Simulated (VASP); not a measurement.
Write the native input for VASP 6.6.1 that does the following.

```yaml
Task: single point
Functional: PBE
Potentials_or_basis: VASP PAW PBE potentials, release 64 (W_sv, C)
Cutoff: 600 eV
k_mesh: 6 × 6 × 4
Occupations: gaussian, width 0.1 eV
Spin: no spin polarisation
Dipole_correction: no
Further_INCAR_settings: ALGO = Normal; EDIFF = 1e-06; NBANDS = 23
```

The structure of W2C lies in POSCAR:

```
W2C
1.0
    3.0700456420      0.0000000000      0.0000000000
   -1.5350228210      2.6587375167      0.0000000000
    0.0000000000      0.0000000000      4.6784280000
W C
2 1
Direct
    0.3333333333      0.6666666667      0.7463310000
    0.6666666667      0.3333333333      0.2536690000
    0.0000000000      0.0000000000      0.0000000000
```

These files were run (other wordings do the same):

INCAR

```
  PREC = Accurate
  ENCUT = 600
  EDIFF = 1E-6
  ISMEAR = 0
  SIGMA = 0.1
  LREAL = False
  LASPH = True
  NELM = 120
  ALGO = Normal
  ISIF = 2
  LWAVE = False
  LCHARG = False
  GGA = PE
  NBANDS = 23
  GGA_COMPAT = False
```

KPOINTS

```
Automatic mesh
0
Gamma
  6 6 4
```

Potentials or basis: VASP PAW PBE potentials, release 64 (W_sv, C).

Launch:

```console
$ cat potpaw_PBE.64/W_sv/POTCAR potpaw_PBE.64/C/POTCAR > POTCAR
$ mpirun -np 1 vasp_std > vasp.out
```

Results of the run:

```
Pressure               : -1.2 GPa
Largest force          : 0.119 eV/Å
Band gap on the k mesh : zero (bands 16 and 17 overlap by 2.44 eV)
```

Caveat: the k points lie up to 0.39 Å⁻¹ apart, too coarse for converged energies and pressures of a metal; spin-orbit coupling is left out, which moves the levels of the heavy elements.

Run time: 47 s on 1 thread of Intel(R) Xeon(R) Platinum 8375C CPU @ 2.90GHz (Ice Lake) (shared host), peak memory 0.19 GiB.
